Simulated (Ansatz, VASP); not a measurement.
## Tl: VASP beside Ansatz

The input INCAR:

```
SYSTEM = Tl
  PREC = Accurate
  ENCUT = 520
  EDIFF = 1E-6
  ISMEAR = 0
  SIGMA = 0.15
  LREAL = .FALSE.
  LASPH = .TRUE.
  NELM = 60
  ALGO = Fast
  ISIF = 2
  LWAVE = .FALSE.
  LCHARG = .FALSE.
  GGA = PE
  NBANDS = 20
```

KPOINTS

```
Automatic mesh
0
G
  18 18 10
  0 0 0
```

POSCAR

```
Tl
1.0
    3.1795184880      0.0000000000      0.0000000000
   -1.5897592440      2.7535437824      0.0000000000
    0.0000000000      0.0000000000      5.3040000000
Tl
2
Direct
    0.3333333333      0.6666666667      0.2500000000
    0.6666666667      0.3333333333      0.7500000000
```

Input for Ansatz:

```yaml
crystal:
  lattice:
    - [3.179518488, 0.0, 0.0]
    - [-1.589759244, 2.7535437824, 0.0]
    - [0.0, 0.0, 5.304]
  atoms:
    - { symbol: Tl, position: [0.3333333333, 0.6666666667, 0.25] }
    - { symbol: Tl, position: [0.6666666667, 0.3333333333, 0.75] }
basis:
  ecutwfc: 420
kpoints:
  mp_grid: { grid: [18, 18, 10] }
hamiltonian:
  xc: pbe
scf:
  occupations: { method: gaussian, width: 0.15 }
output:
  forces: true
  stress: true
  eigenvalues: true
```

Change from the starting cell: strain -0.080 along x and y, -0.040 along z, atoms carried along.

Alike in both runs: task single point; functional PBE; k mesh 18 × 18 × 10; occupations gaussian, width 0.15 eV; no spin polarisation.

```csv
,VASP,Ansatz
version,VASP 6.6.1,Ansatz 0.2.0
potentials or method,"VASP PAW PBE potentials, release 64 (Tl_d), cutoff 520 eV","scalar-relativistic, plane waves, PAW"
valence electrons in the cell,26,26
```

|  | VASP | Ansatz | Ansatz less VASP |
| --- | --- | --- | --- |
| gap on the k mesh at the Fermi level (eV) | none | none | - |
| pressure (GPa) | 18.1 | 18.2 | +0.08 |
| traceless stress, the component that is largest in VASP (GPa) | -1.36 | -1.35 | +0.007 |

A gap of «none» marks a metal or a gap that the smearing closes. The functional is the same, so the differences come from potentials, cutoffs and numerics.

Neither program's run includes spin-orbit coupling.
